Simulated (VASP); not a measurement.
# AlNi (P4/mmm) in VASP: single point with PBE

Aim: the single point of AlNi with PBE.

All numbers are computed with VASP 6.6.1; they aren't measurements. Logs are shortened: lines on timing, memory, paths and dates and some standing lists are left out, and cuts for length are marked.

## (1) The cell of the first run

The structure is tetragonal, space group P4/mmm (No. 123). The conventional cell has a = 3.327 Å, b = 3.327 Å, c = 2.893 Å, α = 90.00°, β = 90.00°, γ = 90.00°. Within 3.6 Å of Al (site symmetry 4/mmm) lie 8 Ni at 2.76 Å and 6 Al at 2.89 to 3.33 Å. Within 3.6 Å of Ni (site symmetry 4/mmm) lie 8 Al at 2.76 Å and 6 Ni at 2.89 to 3.33 Å.

## (2) Single point, PBE (strain +0.1500 x Voigt [1, 1, 0, 0, 0, 0])

INCAR reads:

```
SYSTEM = AlNi
  PREC = Accurate
  ENCUT = 520
  EDIFF = 1E-7
  ISMEAR = 0
  SIGMA = 0.15
  LREAL = .FALSE.
  LASPH = .TRUE.
  NELM = 100
  ALGO = Fast
  ISIF = 2
  LWAVE = .FALSE.
  LCHARG = .TRUE.
  GGA = PE
  LELF = .TRUE.
  LVHAR = .TRUE.
  NBANDS = 14
```

KPOINTS reads:

```
regular mesh
0
G
  20 20 20
  0 0 0
```

POSCAR reads:

```
AlNi
1.0
    3.3270460625      0.0000000000      0.0000000000
    0.0000000000      3.3270460625      0.0000000000
    0.0000000000      0.0000000000      2.8930835326
Al Ni
1 1
Direct
    0.0000000000      0.0000000000      0.0000000000
    0.5000000000      0.5000000000      0.5000000000
```

Potentials or basis: VASP PAW PBE potentials, release 64 (Al, Ni).

Started as:

```
$ cat potpaw_PBE.64/Al/POTCAR potpaw_PBE.64/Ni/POTCAR > POTCAR
$ mpirun -np 1 vasp_std > vasp.out
```

OUTCAR:

```text
SYSTEM = AlNi
   PREC = Accurate
   ENCUT = 520
   EDIFF = 1E-7
   ISMEAR = 0
   LREAL = .FALSE.
   LASPH = .TRUE.
   NELM = 100
   ISIF = 2
   GGA = PE

 ion  position               nearest neighbor table
   1  0.000  0.000  0.000-   2 2.76   2 2.76   2 2.76   2 2.76   2 2.76   2 2.76   2 2.76   2 2.76

   2  0.500  0.500  0.500-   1 2.76   1 2.76   1 2.76   1 2.76   1 2.76   1 2.76   1 2.76   1 2.76

  LATTYP: Found a simple tetragonal cell.
 ALAT       =     3.3270460625
 C/A-ratio  =     0.8695652174

  Lattice vectors:

 A1 = (   3.3270460625,   0.0000000000,   0.0000000000)
 A2 = (   0.0000000000,   3.3270460625,   0.0000000000)
 A3 = (   0.0000000000,   0.0000000000,   2.8930835326)

Analysis of symmetry for initial positions (statically):
=====================================================================
 Subroutine PRICEL returns:
 Original cell was already a primitive cell.

 Routine SETGRP: Setting up the symmetry group for a
 simple tetragonal supercell.

 Subroutine GETGRP returns: Found 16 space group operations
 (whereof 16 operations were pure point group operations)
 out of a pool of 16 trial point group operations.

The static configuration has the point symmetry D_4h.

Analysis of symmetry for dynamics (positions and initial velocities):
=====================================================================
 Subroutine PRICEL returns:
 Original cell was already a primitive cell.

 Routine SETGRP: Setting up the symmetry group for a
 simple tetragonal supercell.

 Subroutine GETGRP returns: Found 16 space group operations
 (whereof 16 operations were pure point group operations)
 out of a pool of 16 trial point group operations.

The dynamic configuration has the point symmetry D_4h.

 Subroutine INISYM returns: Found 16 space group operations
 (whereof 16 operations are pure point group operations),
 and found     1 'primitive' translations

----------------------------------------------------------------------------------------

                                     Primitive cell

  volume of cell :      32.0242

  direct lattice vectors                    reciprocal lattice vectors
     3.327046063  0.000000000  0.000000000     0.300566924  0.000000000  0.000000000
     0.000000000  3.327046063  0.000000000     0.000000000  0.300566924  0.000000000
     0.000000000  0.000000000  2.893083533     0.000000000  0.000000000  0.345651962

  length of vectors
     3.327046063  3.327046063  2.893083533     0.300566924  0.300566924  0.345651962

  position of ions in fractional coordinates (direct lattice)
     0.000000000  0.000000000  0.000000000
     0.500000000  0.500000000  0.500000000

  ion indices of the primitive-cell ions
   primitive index   ion index
                 1           1
                 2           2

----------------------------------------------------------------------------------------

 KPOINTS: regular mesh

Automatic generation of k-mesh.
 Grid dimensions read from file:
 generate k-points for:   20   20   20

 Generating k-lattice:

  Cartesian coordinates                     Fractional coordinates (reciprocal lattice)
     0.015028346  0.000000000  0.000000000     0.050000000  0.000000000  0.000000000
     0.000000000  0.015028346  0.000000000     0.000000000  0.050000000  0.000000000
     0.000000000  0.000000000  0.017282598     0.000000000  0.000000000  0.050000000

  Length of vectors
     0.015028346  0.015028346  0.017282598

  Shift w.r.t. Gamma in fractional coordinates (k-lattice)
     0.000000000  0.000000000  0.000000000

 Subroutine IBZKPT returns following result:
 ===========================================

 Found    726 irreducible k-points:

 Following reciprocal coordinates:
            Coordinates               Weight
  0.000000  0.000000  0.000000      1.000000
  0.050000  0.000000  0.000000      4.000000
  0.100000  0.000000  0.000000      4.000000
  0.150000  0.000000  0.000000      4.000000
  0.200000  0.000000  0.000000      4.000000
  0.250000  0.000000  0.000000      4.000000
[... 16 lines left out ...]
  0.150000  0.100000  0.000000      8.000000
  0.200000  0.100000  0.000000      8.000000
 [... further k-points ...]
   k-points           NKPTS =    726   k-points in BZ     NKDIM =    726   number of bands    NBANDS=     14
   number of dos      NEDOS =    301   number of ions     NIONS =      2
   total plane-waves  NPLWV =  18816
   dimension x,y,z NGX =    28 NGY =   28 NGZ =   24
   dimension x,y,z NGXF=    56 NGYF=   56 NGZF=   48
   ions per type =               1   1
   NGX,Y,Z   is equivalent  to a cutoff of  13.99, 13.99, 13.79 a.u.
   NGXF,Y,Z  is equivalent  to a cutoff of  27.98, 27.98, 27.58 a.u.
 SYSTEM =  AlNi
   PREC   = accura    normal or accurate (medium, high low for compatibility)
   ISTART =      0    job   : 0-new  1-cont  2-samecut
   ICHARG =      2    charge: 1-file 2-atom 10-const
   ISPIN  =      1    spin polarized calculation?
   LNONCOLLINEAR =      F non collinear calculations
   LSORBIT =      F    spin-orbit coupling
   LASPH  =      T    aspherical Exc in radial PAW
   ENCUT  =  520.0 eV  38.22 Ry    6.18 a.u.   6.19  6.19  5.38*2*pi/ulx,y,z
   NELM   =    100;   NELMIN=  2; NELMDL= -5     # of ELM steps
   EDIFF  = 0.1E-06   stopping-criterion for ELM
   LREAL  =      F    real-space projection
   EDIFFG = 0.1E-05   stopping-criterion for IOM
   NSW    =      0    number of steps for IOM
   IBRION =     -1    ionic relax: 0-MD 1-quasi-New 2-CG
   NFREE  =      0    steps in history (QN), initial steepest desc. (CG)
   ISIF   =      2    stress and relaxation
   ISYM   =      2    0-nonsym 1-usesym 2-fastsym
   POTIM  = 0.5000    time-step for ionic-motion
   TEBEG  =    0.0;   TEEND  =   0.0 temperature during run
   PSTRESS=    0.0 pullay stress
   NELECT =      13.0000    total number of electrons
   NUPDOWN=      -1.0000    fix difference up-down
   EMIN   =  10.00;   EMAX   =-10.00  energy-range for DOS
   EFERMI =   0.00;   METHOD = LEGACY
   ISMEAR =     0;   SIGMA  =   0.15  broadening in eV -4-tet -1-fermi 0-gaus
   EFERMI_NEDOS =   21; number of points for ismear=-14 and -15
   IALGO  =     68    algorithm
   IMIX   =      4    mixing-type and parameters
     AMIX     =   0.40;   BMIX     =  1.00
     AMIX_MAG =   1.60;   BMIX_MAG =  1.00
  volume/ion in A,a.u.               =      16.01       108.06
  Fermi-wavevector in a.u.,A,eV,Ry     =   1.212169  2.290667 19.991762  1.469353
  Thomas-Fermi vector in A             =   2.347661
   LORBIT       =      0    0 simple, 1 ext, 2 COOP (PROOUT), +10 PAW based schemes
   GGA     = PE    functional components
   LHFCALC =     F    Hartree Fock is set to
   AEXX    =    0.0000 exact exchange contribution
   IVDW    =     0    specifies the selected vdW correction
   LEPSILON=     F    determine dielectric tensor
   LRPA    =     F    only Hartree local field effects (RPA)
 non-spin polarized calculation
 RMM-DIIS sequential band-by-band and
 Gauss-broadening in eV      SIGMA  =   0.15
  energy-cutoff  :      520.00
  volume of cell :       32.02
 maximum number of plane-waves:       888
 NGX is ok and might be reduce to    28
   NGX = 13   NGY = 13   NGZ = 11

 number of electron      13.0000010 magnetization

 Free energy of the ion-electron system (eV)
  ---------------------------------------------------
  ext. energy  EPLUGINS =         0.00000000
  ---------------------------------------------------
  free energy    TOTEN  =        -9.74993995 eV

  energy without entropy =       -9.73589704  energy(sigma->0) =       -9.74291849

 E-fermi :   6.6483     XC(G=0): -10.7167

 val. band max:        6.6403220742   @ k =   0.3500   0.1000   0.3500
 cond. band min:       6.6494893987   @ k =   0.2500   0.0500   0.0500
 fundamental gap:      0.0091673245
 Fermi energy:         6.6482669949

 k-point     1 :       0.0000    0.0000    0.0000
  band No.  band energies     occupation
      1      -2.5670      2.00000
      2       4.4927      2.00000
      3       4.5249      2.00000
      4       5.4231      2.00000
      5       5.6981      2.00000
      6       5.6981      2.00000
      7       9.7869      0.00000
      8       9.7869      0.00000
      9      12.9477      0.00000
     10      13.3390      0.00000
     11      13.9787      0.00000
     12      17.3623      0.00000
     13      22.6679      0.00000
     14      23.8346      0.00000

 k-point     2 :       0.0500    0.0000    0.0000
  band No.  band energies     occupation
      1      -2.5331      2.00000
      2       4.4904      2.00000
      3       4.5222      2.00000
      4       5.4077      2.00000
      5       5.6916      2.00000
      6       5.6989      2.00000
      7       9.4373      0.00000
      8       9.8362      0.00000
      9      13.0810      0.00000
     10      13.6215      0.00000
     11      14.0177      0.00000
     12      17.3933      0.00000
     13      21.9367      0.00000
     14      23.5209      0.00000

 k-point     3 :       0.1000    0.0000    0.0000
  band No.  band energies     occupation
      1      -2.4314      2.00000
      2       4.4608      2.00000
      3       4.5295      2.00000
      4       5.3640      2.00000
      5       5.6731      2.00000
      6       5.7012      2.00000
      7       8.6885      0.00000
      8       9.9813      0.00000
      9      13.1642      0.00000
     10      14.1338      0.00000
     11      14.4799      0.00000
     12      17.4951      0.00000
     13      20.8709      0.00000
     14      22.8305      0.00000
[... 324 lines left out ...]
 k-point    23 :       0.1500    0.1000    0.0000
  band No.  band energies     occupation
      1      -2.1283      2.00000
      2       4.4077      2.00000
      3       4.5159      2.00000
      4       5.2197      2.00000
      5       5.6472      2.00000
      6       5.6815      2.00000
      7       8.0322      0.00000
      8       9.0637      0.00000
      9      14.4751      0.00000
     10      14.5300      0.00000
     11      15.6200      0.00000
     12      17.6702      0.00000
     13      18.6559      0.00000
     14      23.3878      0.00000

 k-point    24 :       0.2000    0.1000    0.0000
  band No.  band energies     occupation
      1      -1.8945      2.00000
      2       4.2397      2.00000
      3       4.5523      2.00000
      4       5.1388      2.00000
      5       5.6127      2.00000
      6       5.6861      2.00000
      7       7.2844      0.00000
      8       9.3346      0.00000
      9      14.6175      0.00000
     10      14.7341      0.00000
     11      16.4780      0.00000
     12      17.3795      0.00000
     13      18.5893      0.00000
     14      22.4682      0.00000

 [... further k-points ...]
[... 5 lines left out ...]
  --------------------------------------------------------------------------------------
  -------------------------------------------------------------------------------------
  Total       -4.9752103     -4.9752103     -3.8494422      0.0000000      0.0000000     -0.0000000
  in kB     -248.9106212   -248.9106212   -192.5882498      0.0000000      0.0000000     -0.0000000
  external PRESSURE =    -230.1364974 kB  Pullay stress =       0.0000000 kB

 VOLUME and BASIS-vectors are now :
 -----------------------------------------------------------------------------
  energy-cutoff  :      520.00
  volume of cell :       32.02
      direct lattice vectors                 reciprocal lattice vectors
     3.327046063  0.000000000  0.000000000     0.300566924  0.000000000  0.000000000
     0.000000000  3.327046063  0.000000000     0.000000000  0.300566924  0.000000000
     0.000000000  0.000000000  2.893083533     0.000000000  0.000000000  0.345651962

 POSITION                                       TOTAL-FORCE (eV/Angst)
 -----------------------------------------------------------------------------------
      0.00000      0.00000      0.00000         0.000000      0.000000      0.000000
      1.66352      1.66352      1.44654         0.000000      0.000000      0.000000
 -----------------------------------------------------------------------------------
    total drift:                                0.000000      0.000000      0.000000

  FREE ENERGIE OF THE ION-ELECTRON SYSTEM (eV)
  ---------------------------------------------------
  free  energy   TOTEN  =        -9.7499399456 eV

  energy  without entropy=       -9.7358970391  energy(sigma->0) =       -9.74291849
```

Wall time 3.4 min (1 thread of Intel Xeon Platinum 8375C at 2.90GHz (Ice Lake), shared host); peak memory 0.43 GiB.

Results:

| Property | Result |
| --- | --- |
| Free energy | -9.7499 eV |
| Pressure | -23.0 GPa |

Caveat: the cell differs from its parent crystal (strain +0.1500 x Voigt [1, 1, 0, 0, 0, 0]). Spin polarisation is off, so any magnetic state and its effect on volume and gap are missing.
